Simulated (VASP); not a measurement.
BiW, 8 atoms in the cell. The structure is cubic, space group P2_13 (No. 198). Conventional cell: a = 5.568 Å, b = 5.568 Å, c = 5.568 Å, α = 90.00°, β = 90.00°, γ = 90.00°. Within 3.7 Å of Bi (site symmetry 3) lie 7 W at 2.79 to 3.13 Å and 6 Bi at 3.41 Å. W (site symmetry 3) has 7 Bi at 2.79 to 3.13 Å and 6 W at 3.44 Å within 3.7 Å. 

- Program: VASP 6.6.1
- Task: relaxation of cell and atoms
- Functional: PBE
- Potentials or basis: VASP PAW PBE potentials, release 64 (Bi_d, W_sv)
- Cutoff: 600 eV
- k mesh: 4 × 4 × 4
- Occupations: gaussian, width 0.1 eV
- Spin: no spin polarisation
- Dipole correction: no
- Further INCAR settings: ALGO = Fast; EDIFF = 1e-06; IBRION = 2; EDIFFG = -0.04; NSW = 90; ISIF = 3

Potentials or basis: VASP PAW PBE potentials, release 64 (Bi_d, W_sv).

Launch:

```sh
$ cat potpaw_PBE.64/Bi_d/POTCAR potpaw_PBE.64/W_sv/POTCAR > POTCAR
$ mpirun -np 1 vasp_std > vasp.out
```

Hardware: 1 thread of Intel(R) Xeon(R) 6975P-C (Granite Rapids), with other jobs on the host.

Problem. Estimate the wall time of this run.

Solution. Run time: 26 min on 1 thread of Intel(R) Xeon(R) 6975P-C (Granite Rapids), on a shared host, peak memory 0.42 GiB. Counts: scf iterations 215, k points 11, ion steps 18.
